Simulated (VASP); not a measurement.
Input of a VASP 6.6.1 run:

File INCAR:

```
SYSTEM = ZrB2
PREC = Accurate ; ENCUT = 520
EDIFF = 1E-8 ; ISMEAR = -1
SIGMA = 0.05 ; LREAL = .False.
LASPH = .True. ; NELM = 80
ALGO = Normal ; ISIF = 2
LWAVE = .False. ; LCHARG = .False.
LEFG = .True. ; NBANDS = 16
```

File KPOINTS:

```
regular mesh
0
Gamma
  12 12 9
  0 0 0
```

POSCAR

```
ZrB2
1.0
    3.1222243140      0.0000000000      0.0000000000
   -1.5611121570      2.7039255722      0.0000000000
    0.0000000000      0.0000000000      3.4724266007
Zr B
1 2
Direct
    0.0000000000      0.0000000000      0.0000000000
    0.3333333333      0.6666666667      0.5000000000
    0.6666666667      0.3333333333      0.5000000000
```

Potentials or basis: VASP PAW LDA potentials, release 64 (Zr_sv, B).

The run is started by

```bash
$ cat potpaw_LDA.64/Zr_sv/POTCAR potpaw_LDA.64/B/POTCAR > POTCAR
$ mpirun -np 1 vasp_std > vasp.out
```

Q: What does it give for the pressure?

A: 3.6 GPa.

Q: What does it give for the band gap on the k mesh?

A: Zero (band 9 reaches 11.78 eV, above the bottom of band 10 at 10.45 eV).

Electric field gradients, principal values (V/Å²):
| atom | least | middle | greatest (by size) |
| --- | --- | --- | --- |
| 1 Zr | -22.709 | -22.710 | 45.419 |
| 2 B | -0.879 | -0.879 | 1.757 |
| 3 B | -0.879 | -0.879 | 1.757 |

Caveat: without QUAD_EFG the Cq values of the log hold for a quadrupole moment of 1 mb, not for the nuclei.
